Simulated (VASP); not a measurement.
Cr, 1 atom in the cell. The structure is cubic, space group Im-3m (No. 229). Conventional cell: a = 2.831 Å, b = 2.831 Å, c = 2.831 Å, α = 90.00°, β = 90.00°, γ = 90.00°. Within 3.2 Å of Cr (site symmetry m-3m) lie 14 Cr at 2.45 to 2.83 Å. 

```yaml
Program: VASP 6.6.1
Task: relaxation of cell and atoms
Functional: r2SCAN
Potentials_or_basis: VASP PAW PBE potentials, release 64 (Cr_pv)
Cutoff: 600 eV
k_mesh: 20 × 20 × 20
Occupations: gaussian, width 0.1 eV
Spin: no spin polarisation
Dipole_correction: no
Further_INCAR_settings: ALGO = Normal; EDIFF = 1e-06; IBRION = 2; EDIFFG = -0.005; NSW = 100; ISIF = 3
```

Potentials or basis: VASP PAW PBE potentials, release 64 (Cr_pv).

Command:

```sh
$ cat potpaw_PBE.64/Cr_pv/POTCAR > POTCAR
$ cp INCAR.step1 INCAR
$ mpirun -np 1 vasp_std > vasp.out
$ cp INCAR.step2 INCAR
$ mpirun -np 1 vasp_std > vasp.out
```

Hardware: 1 thread of AMD EPYC 7R43 64-Core Processor (Zen 3), on a shared host.

Task: Estimate the wall time of this run.

Result: Run time: 8.8 min on 1 thread of AMD EPYC 7R43 64-Core Processor (Zen 3) (shared host), peak memory 0.12 GiB. Counts: k points 256, ion steps 3.
